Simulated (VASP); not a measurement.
Set up this calculation in VASP 6.6.1, as the native input.

| Quantity | Value |
| --- | --- |
| Task | single point |
| Functional | LDA |
| Potentials or basis | VASP PAW LDA potentials, release 64 (La, P) |
| Cutoff | 520 eV |
| k mesh | 10 × 10 × 10 |
| Occupations | fermi-dirac, width 0.03 eV |
| Spin | no spin polarisation |
| Dipole correction | no |
| Further INCAR settings | ALGO = Normal; EDIFF = 1e-06; NBANDS = 15 |

The structure of LaP lies in POSCAR:

```
LaP
1.0
    0.0000000000      3.0125000000      3.0727500000
    3.0125000000      0.0000000000      3.0727500000
    3.0125000000      3.0125000000      0.0000000000
La P
1 1
Direct
    0.0000000000      0.0000000000      0.0000000000
    0.5000000000      0.5000000000      0.5000000000
```

This cell differs from its parent crystal: zz strain of +2 %.

One way to write it, as run:

INCAR

```
SYSTEM = LaP
PREC = Accurate ; ENCUT = 520
EDIFF = 1E-6 ; ISMEAR = -1
SIGMA = 0.03 ; LREAL = .False.
LASPH = .True. ; NELM = 60
ALGO = Normal ; ISIF = 2
LWAVE = .False. ; LCHARG = .False.
GGA = CA ; NBANDS = 15
```

KPOINTS

```
Automatic mesh
0
Gamma
  10 10 10
  0 0 0
```

Potentials or basis: VASP PAW LDA potentials, release 64 (La, P).

Launch:

```sh
$ cat potpaw_LDA.64/La/POTCAR potpaw_LDA.64/P/POTCAR > POTCAR
$ mpirun -np 1 vasp_std > vasp.out
```

Results of the run:

| Property | Result |
| --- | --- |
| Pressure | -4.5 GPa |
| Band gap on the k mesh | zero (bands 8 and 9 overlap by 0.21 eV) |

Caveat: the cell differs from its parent crystal (zz strain of +2 %); the cell stands under tension; spin-orbit coupling is left out, which moves the levels of the heavy elements.

It took 110 s on 1 thread of Intel Xeon 8259CL, with other jobs on the host, peak memory 0.24 GiB.
